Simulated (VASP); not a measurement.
A run of VASP 6.6.1:

INCAR

```
SYSTEM = SiS2
PREC     = Accurate       ! precision mode
ENCUT    = 500            ! plane-wave cutoff, eV
EDIFF    = 1E-6           ! SCF threshold, eV
ISMEAR   = 0              ! smearing method
SIGMA    = 0.01           ! smearing width, eV
LREAL    = .FALSE.        ! projectors in reciprocal space
LASPH    = .TRUE.         ! aspherical terms in the spheres
NELM     = 120            ! most SCF steps
ALGO     = Normal         ! electronic algorithm
ISIF     = 2              ! what is computed and relaxed
LWAVE    = .FALSE.        ! write WAVECAR
LCHARG   = .TRUE.         ! write CHGCAR
GGA      = PE             ! functional
LELF     = .TRUE.         ! ELF
LVHAR    = .TRUE.       
NBANDS   = 25             ! bands
GGA_COMPAT= .FALSE.
```

The input KPOINTS:

```
regular mesh
0
G
  5 5 5
  0 0 0
```

File POSCAR:

```
SiS2
1.0
   -2.7820000000      4.7725000000      2.7760000000
    2.7820000000     -4.7725000000      2.7760000000
    2.7820000000      4.7725000000     -2.7760000000
Si S
2 4
Direct
    0.7500000000      0.7500000000      0.0000000000
    0.2500000000      0.2500000000      0.0000000000
    0.1182000000      0.2088000000      0.3270000000
    0.8818000000      0.7912000000      0.6730000000
    0.6182000000      0.2912000000      0.9094000000
    0.3818000000      0.7088000000      0.0906000000
```

Potentials or basis: VASP PAW PBE potentials, release 64 (Si, S).

The run is started by

```bash
$ cat potpaw_PBE.64/Si/POTCAR potpaw_PBE.64/S/POTCAR > POTCAR
$ mpirun -np 1 vasp_std > vasp.out
```

Hardware: 1 thread of Intel Xeon 8259CL, with other jobs on the host.

Q: How long does it take, and how much memory?

A: It took 3.3 min on 1 thread of Intel Xeon 8259CL, on a shared host, peak memory 0.34 GiB. Counts: scf iterations 14, k points 27.
